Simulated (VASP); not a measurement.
# MoS2 in VASP: single point with PBEsol

Aim: the single point of MoS2 with PBEsol.

All numbers are computed with VASP 6.6.1; they aren't measurements. Logs are shortened: lines on timing, memory, paths and dates and some standing lists are left out, and cuts for length are marked.

### 1 The cell of the first run

The cell holds a slab with vacuum, 3 atoms: a = 3.142 Å, b = 3.142 Å, c = 17.337 Å, α = 90.00°, β = 90.00°, γ = 120.00°.

### 2 Single point, PBEsol

INCAR reads:

```
SYSTEM = MoS2
PREC = Accurate
ENCUT = 520
EDIFF = 1E-6
ISMEAR = 0
SIGMA = 0.02
LREAL = .False.
LASPH = .True.
NELM = 100
ALGO = Normal
ISIF = 2
LWAVE = .False.
LCHARG = .True.
GGA = PS
LELF = .True.
LVHAR = .True.
NBANDS = 20
```

KPOINTS reads:

```
Automatic mesh
0
Gamma
  12 12 2
  0 0 0
```

POSCAR reads:

```
MoS2
1.0
    3.1415002209      0.0000000000      0.0000000000
   -1.5707501104      2.7206189973      0.0000000000
    0.0000000000      0.0000000000     17.3373049838
Mo S
1 2
Direct
    0.0000000000      0.0000000000      0.0000000000
    0.3333333333      0.6666666667      0.0898690531
    0.3333333333      0.6666666667      0.9101309469
```

Potentials or basis: VASP PAW PBE potentials, release 64 (Mo_sv, S).

Started as:

```console
$ cat potpaw_PBE.64/Mo_sv/POTCAR potpaw_PBE.64/S/POTCAR > POTCAR
$ mpirun -np 1 vasp_std > vasp.out
```

OUTCAR:

```text
SYSTEM = MoS2
   PREC = Accurate
   ENCUT = 520
   EDIFF = 1E-6
   ISMEAR = 0
   LREAL = .False.
   LASPH = .True.
   NELM = 100
   ISIF = 2
   GGA = PS

 ion  position               nearest neighbor table
   1  0.000  0.000  0.000-   2 2.39   3 2.39   2 2.39   3 2.39   2 2.39   3 2.39
   2  0.333  0.667  0.090-   1 2.39   1 2.39   1 2.39
   3  0.333  0.667  0.910-   1 2.39   1 2.39   1 2.39

  LATTYP: Found a hexagonal cell.
 ALAT       =     3.1415002209
 C/A-ratio  =     5.5187979515

  Lattice vectors:

 A1 = (   3.1415002209,   0.0000000000,   0.0000000000)
 A2 = (  -1.5707501104,   2.7206189973,   0.0000000000)
 A3 = (   0.0000000000,   0.0000000000,  17.3373049838)

Analysis of symmetry for initial positions (statically):
=====================================================================
 Subroutine PRICEL returns:
 Original cell was already a primitive cell.

 Routine SETGRP: Setting up the symmetry group for a
 hexagonal supercell.

 Subroutine GETGRP returns: Found 12 space group operations
 (whereof 12 operations were pure point group operations)
 out of a pool of 24 trial point group operations.

The static configuration has the point symmetry D_3h.

Analysis of symmetry for dynamics (positions and initial velocities):
=====================================================================
 Subroutine PRICEL returns:
 Original cell was already a primitive cell.

 Routine SETGRP: Setting up the symmetry group for a
 hexagonal supercell.

 Subroutine GETGRP returns: Found 12 space group operations
 (whereof 12 operations were pure point group operations)
 out of a pool of 24 trial point group operations.

The dynamic configuration has the point symmetry D_3h.

 Subroutine INISYM returns: Found 12 space group operations
 (whereof 12 operations are pure point group operations),
 and found     1 'primitive' translations

----------------------------------------------------------------------------------------

                                     Primitive cell

  volume of cell :     148.1789

  direct lattice vectors                    reciprocal lattice vectors
     3.141500221  0.000000000  0.000000000     0.318319252  0.183781706  0.000000000
    -1.570750110  2.720618997  0.000000000     0.000000000  0.367563411  0.000000000
     0.000000000  0.000000000 17.337304984     0.000000000  0.000000000  0.057679091

  length of vectors
     3.141500221  3.141500221 17.337304984     0.367563411  0.367563411  0.057679091

  position of ions in fractional coordinates (direct lattice)
     0.000000000  0.000000000  0.000000000
     0.333333333  0.666666667  0.089869053
     0.333333333  0.666666667  0.910130947

  ion indices of the primitive-cell ions
   primitive index   ion index
                 1           1
                 2           2
                 3           3

----------------------------------------------------------------------------------------

 KPOINTS: Automatic mesh

Automatic generation of k-mesh.
 Grid dimensions read from file:
 generate k-points for:   12   12    2

 Generating k-lattice:

  Cartesian coordinates                     Fractional coordinates (reciprocal lattice)
     0.026526604  0.015315142  0.000000000     0.083333333 -0.000000000  0.000000000
     0.000000000  0.030630284  0.000000000     0.000000000  0.083333333  0.000000000
     0.000000000  0.000000000  0.028839546     0.000000000  0.000000000  0.500000000

  Length of vectors
     0.030630284  0.030630284  0.028839546

  Shift w.r.t. Gamma in fractional coordinates (k-lattice)
     0.000000000  0.000000000  0.000000000

 Subroutine IBZKPT returns following result:
 ===========================================

 Found     38 irreducible k-points:

 Following reciprocal coordinates:
            Coordinates               Weight
  0.000000  0.000000  0.000000      1.000000
  0.083333  0.000000  0.000000      6.000000
  0.166667  0.000000  0.000000      6.000000
  0.250000  0.000000  0.000000      6.000000
  0.333333  0.000000  0.000000      6.000000
  0.416667  0.000000  0.000000      6.000000
[... 16 lines left out ...]
  0.250000  0.000000  0.500000      6.000000
  0.333333  0.000000  0.500000      6.000000
 [... further k-points ...]
   k-points           NKPTS =     38   k-points in BZ     NKDIM =     38   number of bands    NBANDS=     20
   number of dos      NEDOS =    301   number of ions     NIONS =      3
   total plane-waves  NPLWV =  80640
   dimension x,y,z NGX =    24 NGY =   24 NGZ =  140
   dimension x,y,z NGXF=    48 NGYF=   48 NGZF=  280
   ions per type =               1   2
   NGX,Y,Z   is equivalent  to a cutoff of  12.70, 12.70, 13.42 a.u.
   NGXF,Y,Z  is equivalent  to a cutoff of  25.40, 25.40, 26.85 a.u.
 SYSTEM =  MoS2
   PREC   = accura    normal or accurate (medium, high low for compatibility)
   ISTART =      0    job   : 0-new  1-cont  2-samecut
   ICHARG =      2    charge: 1-file 2-atom 10-const
   ISPIN  =      1    spin polarized calculation?
   LNONCOLLINEAR =      F non collinear calculations
   LSORBIT =      F    spin-orbit coupling
   LASPH  =      T    aspherical Exc in radial PAW
   ENCUT  =  520.0 eV  38.22 Ry    6.18 a.u.   5.84  5.84 32.24*2*pi/ulx,y,z
   NELM   =    100;   NELMIN=  2; NELMDL= -5     # of ELM steps
   EDIFF  = 0.1E-05   stopping-criterion for ELM
   LREAL  =      F    real-space projection
   EDIFFG = 0.1E-04   stopping-criterion for IOM
   NSW    =      0    number of steps for IOM
   IBRION =     -1    ionic relax: 0-MD 1-quasi-New 2-CG
   NFREE  =      0    steps in history (QN), initial steepest desc. (CG)
   ISIF   =      2    stress and relaxation
   ISYM   =      2    0-nonsym 1-usesym 2-fastsym
   POTIM  = 0.5000    time-step for ionic-motion
   TEBEG  =    0.0;   TEEND  =   0.0 temperature during run
   PSTRESS=    0.0 pullay stress
   NELECT =      26.0000    total number of electrons
   NUPDOWN=      -1.0000    fix difference up-down
   EMIN   =  10.00;   EMAX   =-10.00  energy-range for DOS
   EFERMI =   0.00;   METHOD = LEGACY
   ISMEAR =     0;   SIGMA  =   0.02  broadening in eV -4-tet -1-fermi 0-gaus
   EFERMI_NEDOS =   21; number of points for ismear=-14 and -15
   IALGO  =     38    algorithm
   IMIX   =      4    mixing-type and parameters
     AMIX     =   0.40;   BMIX     =  1.00
     AMIX_MAG =   1.60;   BMIX_MAG =  1.00
  volume/ion in A,a.u.               =      49.39       333.32
  Fermi-wavevector in a.u.,A,eV,Ry     =   0.916510  1.731953 11.428762  0.839990
  Thomas-Fermi vector in A             =   2.041373
   LORBIT       =      0    0 simple, 1 ext, 2 COOP (PROOUT), +10 PAW based schemes
   GGA     = PS    functional components
   LHFCALC =     F    Hartree Fock is set to
   AEXX    =    0.0000 exact exchange contribution
   IVDW    =     0    specifies the selected vdW correction
   LEPSILON=     F    determine dielectric tensor
   LRPA    =     F    only Hartree local field effects (RPA)
 non-spin polarized calculation
 Gauss-broadening in eV      SIGMA  =   0.02
  energy-cutoff  :      520.00
  volume of cell :      148.18
 maximum number of plane-waves:      4018
 NGX is ok and might be reduce to    24
   NGX = 11   NGY = 11   NGZ = 65

 number of electron      26.0000000 magnetization

 Free energy of the ion-electron system (eV)
  ---------------------------------------------------
  ext. energy  EPLUGINS =         0.00000000
  ---------------------------------------------------
  free energy    TOTEN  =       -23.42511693 eV

  energy without entropy =      -23.42511693  energy(sigma->0) =      -23.42511693

 E-fermi :  -1.2602     XC(G=0):  -4.4662

 val. band max:       -1.3587133761   @ k =   0.3333   0.3333   0.5000
 cond. band min:       0.4491310765   @ k =   0.3333   0.3333   0.0000
 fundamental gap:      1.8078444525
 Fermi energy:        -1.2601750301

 k-point     1 :       0.0000    0.0000    0.0000
  band No.  band energies     occupation
      1     -62.0572      2.00000
      2     -36.2687      2.00000
      3     -36.0058      2.00000
      4     -36.0058      2.00000
      5     -15.5767      2.00000
      6     -14.2154      2.00000
[... 12 lines left out ...]
     19       4.4127      0.00000
     20       4.9705      0.00000

 k-point     2 :       0.0833    0.0000    0.0000
  band No.  band energies     occupation
      1     -62.0542      2.00000
      2     -36.2628      2.00000
      3     -36.0356      2.00000
      4     -36.0125      2.00000
      5     -15.4670      2.00000
      6     -14.1706      2.00000
[... 12 lines left out ...]
     19       4.5513      0.00000
     20       5.3684      0.00000

 k-point     3 :       0.1667    0.0000    0.0000
  band No.  band energies     occupation
      1     -62.0459      2.00000
      2     -36.2468      2.00000
      3     -36.1163      2.00000
      4     -36.0308      2.00000
      5     -15.1545      2.00000
      6     -14.0432      2.00000
[... 12 lines left out ...]
     19       4.9533      0.00000
     20       5.9118      0.00000

 k-point     4 :       0.2500    0.0000    0.0000
  band No.  band energies     occupation
      1     -62.0346      2.00000
      2     -36.2250      2.00000
      3     -36.2247      2.00000
      4     -36.0558      2.00000
      5     -14.6906      2.00000
      6     -13.8555      2.00000
[... 12 lines left out ...]
     19       5.5697      0.00000
     20       6.4693      0.00000

 k-point     5 :       0.3333    0.0000    0.0000
  band No.  band energies     occupation
      1     -62.0232      2.00000
      2     -36.3319      2.00000
      3     -36.2026      2.00000
      4     -36.0806      2.00000
      5     -14.1667      2.00000
      6     -13.6485      2.00000
[... 12 lines left out ...]
     19       6.2008      0.00000
     20       6.6154      0.00000
[... 353 lines left out ...]
      6     -14.1706      2.00000
[... 12 lines left out ...]
     19       4.4355      0.00000
     20       5.5513      0.00000

 k-point    22 :       0.1667    0.0000    0.5000
  band No.  band energies     occupation
      1     -62.0459      2.00000
      2     -36.2468      2.00000
      3     -36.1163      2.00000
      4     -36.0308      2.00000
      5     -15.1545      2.00000
      6     -14.0432      2.00000
[... 12 lines left out ...]
     19       4.8595      0.00000
     20       6.0602      0.00000

 k-point    23 :       0.2500    0.0000    0.5000
  band No.  band energies     occupation
      1     -62.0346      2.00000
      2     -36.2250      2.00000
      3     -36.2247      2.00000
      4     -36.0558      2.00000
      5     -14.6906      2.00000
      6     -13.8555      2.00000
[... 12 lines left out ...]
     19       5.4293      0.00000
     20       6.6413      0.00000

 k-point    24 :       0.3333    0.0000    0.5000
  band No.  band energies     occupation
      1     -62.0232      2.00000
      2     -36.3319      2.00000
      3     -36.2026      2.00000
      4     -36.0806      2.00000
      5     -14.1667      2.00000
      6     -13.6484      2.00000
[... 12 lines left out ...]
     19       6.1378      0.00000
     20       6.6319      0.00000

 [... further k-points ...]

------------------------ aborting loop because EDIFF is reached ----------------------------------------

  FORCE on cell =-STRESS in cart. coord.  units (eV):
  Direction    XX          YY          ZZ          XY          YZ          ZX
  --------------------------------------------------------------------------------------
  -------------------------------------------------------------------------------------
  Total       -0.0311904     -0.0311904     -0.0210933     -0.0000000     -0.0000000     -0.0000000
  in kB       -0.3372452     -0.3372452     -0.2280706     -0.0000000     -0.0000000     -0.0000000
  external PRESSURE =      -0.3008536 kB  Pullay stress =       0.0000000 kB

 VOLUME and BASIS-vectors are now :
 -----------------------------------------------------------------------------
  energy-cutoff  :      520.00
  volume of cell :      148.18
      direct lattice vectors                 reciprocal lattice vectors
     3.141500221  0.000000000  0.000000000     0.318319252  0.183781706  0.000000000
    -1.570750110  2.720618997  0.000000000     0.000000000  0.367563411  0.000000000
     0.000000000  0.000000000 17.337304984     0.000000000  0.000000000  0.057679091

 POSITION                                       TOTAL-FORCE (eV/Angst)
 -----------------------------------------------------------------------------------
      0.00000      0.00000      0.00000         0.000000     -0.000000      0.000000
     -0.00000      1.81375      1.55809        -0.000000      0.000000      0.000988
     -0.00000      1.81375     15.77922        -0.000000      0.000000     -0.000988
 -----------------------------------------------------------------------------------
    total drift:                                0.000000     -0.000000     -0.000000

  FREE ENERGIE OF THE ION-ELECTRON SYSTEM (eV)
  ---------------------------------------------------
  free  energy   TOTEN  =       -23.4251169257 eV

  energy  without entropy=      -23.4251169257  energy(sigma->0) =      -23.42511693
```

Run time: 4 min. Hardware: 1 thread of AMD EPYC 7R13, shared host; peak memory 0.29 GiB.

What came out:

```
Free energy            : -23.4251 eV
Band gap on the k mesh : 1.81 eV
```

Levels at points of the mesh, in eV from the valence-band top:
| k point | band 10 | band 11 | band 12 | band 13 | band 14 | band 15 | band 16 | band 17 |
| --- | --- | --- | --- | --- | --- | --- | --- | --- |
| (0.00, 0.00, 0.00) | -1.85 | -1.46 | -1.46 | -0.08 | 2.90 | 2.90 | 3.17 | 3.17 |
| (0.50, 0.00, 0.00) | -3.20 | -1.93 | -0.88 | -0.66 | 2.41 | 2.92 | 3.97 | 4.49 |
| (0.00, 0.00, 0.50) | -1.85 | -1.46 | -1.46 | -0.08 | 2.90 | 2.90 | 3.17 | 3.17 |
| (0.50, 0.00, 0.50) | -3.20 | -1.93 | -0.88 | -0.66 | 2.41 | 2.92 | 3.97 | 4.49 |

Caveat: there is no dipole correction, which matters where the two faces differ; the PAW data sets were made with another functional, which shifts forces and pressure a little.
